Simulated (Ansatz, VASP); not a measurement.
MnSi6: VASP beside Ansatz

```xyz
7
Lattice="5.8833 0.0000 0.0000 0.0000 5.8833 0.0000 0.0000 0.0000 5.8833" Properties=species:S:1:pos:R:3 pbc="T T T"
Mn    0.0000    0.0000    0.0000
Si    1.2005    2.9417    2.9417
Si    2.9417    1.2005    2.9417
Si    4.6829    2.9417    2.9417
Si    2.9417    4.6829    2.9417
Si    2.9417    2.9417    1.2005
Si    2.9417    2.9417    4.6829
```

Change from the starting cell: species swapped into the SiB6 type (Pm-3m, No. 221).

Alike in both runs: task relaxation of cell and atoms; functional PBE; k mesh 6 × 6 × 6; occupations gaussian, width 0.1 eV; collinear spin.

```csv
,VASP,Ansatz
version,VASP 6.6.1,Ansatz 0.2.0
potentials or method,"VASP PAW PBE potentials, release 64 (Mn_pv, Si), cutoff 600 eV","scalar-relativistic, plane waves, PAW"
valence electrons in the cell,37,39
```

Ansatz gave:

| Item | Value |
| --- | --- |
| gap on the k mesh at the Fermi level, each at its own relaxed structure (eV) | none |
| net moment per atom (μB) | 0.65 |
| size of the moment on the site where the two differ most (μB) | 5.00 |
| relaxed volume (Å³/atom) | 31.07 |
| relaxed length of the cell vector where the two differ most in proportion (Å) | 6.014 |

What did VASP give for the same quantities?

gap on the k mesh at the Fermi level, each at its own relaxed structure (eV): none; net moment per atom (μB): 0.64; size of the moment on the site where the two differ most (μB): 4.58; relaxed volume (Å³/atom): 31.01; relaxed length of the cell vector where the two differ most in proportion (Å): 6.010.

Site moments also hang on the region over which each program counts them. A gap of «none» marks a metal or a gap that the smearing closes. VASP's potentials hold 37 valence electrons a cell and Ansatz's 39, so a difference there can come from the potentials and not from the codes. Ansatz's warnings: given moment on shells.
